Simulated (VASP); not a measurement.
The system is In3As.

```
In As
1.0
     4.67168    0.00000    0.00000
     0.00000    4.67168    0.00000
     0.00000    0.00000    4.67168
In As
3 1
Direct
  0.50000 0.50000 0.00000
  0.50000 0.00000 0.50000
  0.00000 0.50000 0.50000
  0.00000 0.00000 0.00000
```

* Program: VASP 6.6.1
* Task: relaxation of cell and atoms
* Functional: PBEsol
* Potentials or basis: VASP PAW PBE potentials, release 64 (In_d, As)
* Cutoff: 600 eV
* k mesh: 6 × 6 × 6
* Occupations: fermi-dirac, width 0.05 eV
* Spin: no spin polarisation

At the start: pressure -2.4 GPa; volume 25.49 Å³/atom.

**Question.** How do energy, volume and symmetry change on relaxing?

**Answer.** Over 3 steps the energy falls by 10.3 meV/atom and the volume is 24.17 Å³/atom (-5.2 %); space group Pm-3m (No. 221, to 0.1 Å) before and after.

Step by step:
```csv
step,energy change (eV),largest force (eV/Å),pressure (GPa),volume (Å³)
1,0.0000,0.0000,-2.35,101.96
2,-0.0410,0.0000,0.08,96.54
3,-0.0410,0.0000,0.00,96.68
```

Final structure:
```cif
data_structure
_symmetry_space_group_name_H-M 'P 1'
_symmetry_Int_Tables_number 1
_cell_length_a 4.5896
_cell_length_b 4.5896
_cell_length_c 4.5896
_cell_angle_alpha 90.000
_cell_angle_beta 90.000
_cell_angle_gamma 90.000
_cell_volume 96.68
loop_
_atom_site_label
_atom_site_type_symbol
_atom_site_fract_x
_atom_site_fract_y
_atom_site_fract_z
_atom_site_occupancy
In1 In 0.50000 0.50000 0.00000 1
In2 In 0.50000 0.00000 0.50000 1
In3 In 0.00000 0.50000 0.50000 1
As1 As 0.00000 0.00000 0.00000 1
```

Caveat: the PAW data sets were made with another functional, which shifts forces and pressure a little.
